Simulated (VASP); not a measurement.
Write the native input for VASP 6.6.1 that does the following.

```
Task                   : single point
Functional             : PBEsol
Potentials or basis    : VASP PAW PBE potentials, release 64 (Rh_pv)
Cutoff                 : 520 eV
k mesh                 : 18 × 18 × 5
Occupations            : fermi-dirac, width 0.1 eV
Spin                   : no spin polarisation
Dipole correction      : no
Further INCAR settings : ALGO = Normal; EDIFF = 1e-07; NBANDS = 38
```

The structure of Rh lies in POSCAR:

```
Rh
1.0
    2.6766193537      0.0000000000      0.0000000000
   -1.3383096768      2.3180203566      0.0000000000
    0.0000000000      0.0000000000      8.7316996975
Rh
4
Direct
    0.0000000000      1.0000000000      0.0000000000
    0.0000000000      1.0000000000      0.5000000000
    0.3333333333      0.6666666667      0.2500000000
    0.6666666667      0.3333333333      0.7500000000
```

This isn't the form of Rh at room conditions, which is fcc.

The input as run:

INCAR

```
SYSTEM = Rh
ALGO     = Normal         ! electronic algorithm
EDIFF    = 1E-7           ! SCF threshold, eV
ENCUT    = 520            ! plane-wave cutoff, eV
GGA      = PS             ! functional
ISIF     = 2              ! what is computed and relaxed
ISMEAR   = -1             ! smearing method
LASPH    = .TRUE.         ! aspherical terms in the spheres
LCHARG   = .TRUE.         ! write CHGCAR
LELF     = .TRUE.         ! ELF
LREAL    = .FALSE.        ! projectors in reciprocal space
LVHAR    = .TRUE.       
LWAVE    = .FALSE.        ! write WAVECAR
NBANDS   = 38             ! bands
NELM     = 80             ! most SCF steps
PREC     = Accurate       ! precision mode
SIGMA    = 0.1            ! smearing width, eV
```

KPOINTS

```
k-points
0
G
  18 18 5
  0 0 0
```

Potentials or basis: VASP PAW PBE potentials, release 64 (Rh_pv).

Launch:

```sh
$ cat potpaw_PBE.64/Rh_pv/POTCAR > POTCAR
$ mpirun -np 1 vasp_std > vasp.out
```

It gave:

- Pressure: -0.1 GPa
- Band gap on the k mesh: zero (bands 30 and 31 overlap by 2.00 eV)

Caveat: the PAW data sets were made with another functional, which shifts forces and pressure a little.

Wall time 100 s on 1 thread of Intel(R) Xeon(R) 6975P-C (Granite Rapids), with other jobs on the host, peak memory 0.28 GiB.
